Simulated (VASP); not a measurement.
Write the native input for VASP 6.6.1 that does the following.

```yaml
Task: single point
Functional: LDA
Potentials_or_basis: VASP PAW LDA potentials, release 64 (Fe)
Cutoff: 520 eV
k_mesh: 16 × 16 × 16
Occupations: fermi-dirac, width 0.05 eV
Spin: collinear spin, ferromagnetic start
Starting_moments: "[3.0] μB"
Dipole_correction: no
Further_INCAR_settings: ALGO = Normal; EDIFF = 1e-07; NBANDS = 14
```

The structure of Fe lies in POSCAR:

```
Fe
1.0
    0.0000000000      1.9029048968      1.9651051623
    1.4684709157      0.0000000000      1.9651051623
    1.4684709157      1.9029048968      0.0000000000
Fe
1
Direct
    0.0000000000      0.0000000000      0.0000000000
```

This cell differs from its parent crystal: equal xx and yy strain of -2 %.

These files were run (other wordings do the same):

INCAR

```
SYSTEM = Fe
PREC     = Accurate       ! precision mode
ENCUT    = 520            ! plane-wave cutoff, eV
EDIFF    = 1E-7           ! SCF threshold, eV
ISMEAR   = -1             ! smearing method
SIGMA    = 0.05           ! smearing width, eV
LREAL    = .FALSE.        ! projectors in reciprocal space
LASPH    = .TRUE.         ! aspherical terms in the spheres
NELM     = 150            ! most SCF steps
ALGO     = Normal         ! electronic algorithm
ISIF     = 2              ! what is computed and relaxed
LWAVE    = .FALSE.        ! write WAVECAR
LCHARG   = .TRUE.         ! write CHGCAR
ISPIN    = 2              ! spin polarisation
MAGMOM   = 3              ! initial moments
LORBIT   = 11             ! projections on sites
LMAXMIX  = 4              ! l up to which the mixer works
GGA      = CA             ! functional
LELF     = .TRUE.         ! ELF
LVHAR    = .TRUE.       
NBANDS   = 14             ! bands
```

KPOINTS

```
regular mesh
0
G
  16 16 16
  0 0 0
```

Potentials or basis: VASP PAW LDA potentials, release 64 (Fe).

Launch:

```console
$ cat potpaw_LDA.64/Fe/POTCAR > POTCAR
$ mpirun -np 1 vasp_std > vasp.out
```

It gave:

```yaml
Pressure: -12.4 GPa
Net_moment: 2.05 μB per cell
Site_moments: Fe +2.02 μB
Valence_electrons_inside_the_program's_atomic_spheres: Fe 7.35
```

Caveat: the cell differs from its parent crystal (equal xx and yy strain of -2 %).

It used 120 s of CPU time on 1 thread of Intel Xeon 6975P-C (shared host).
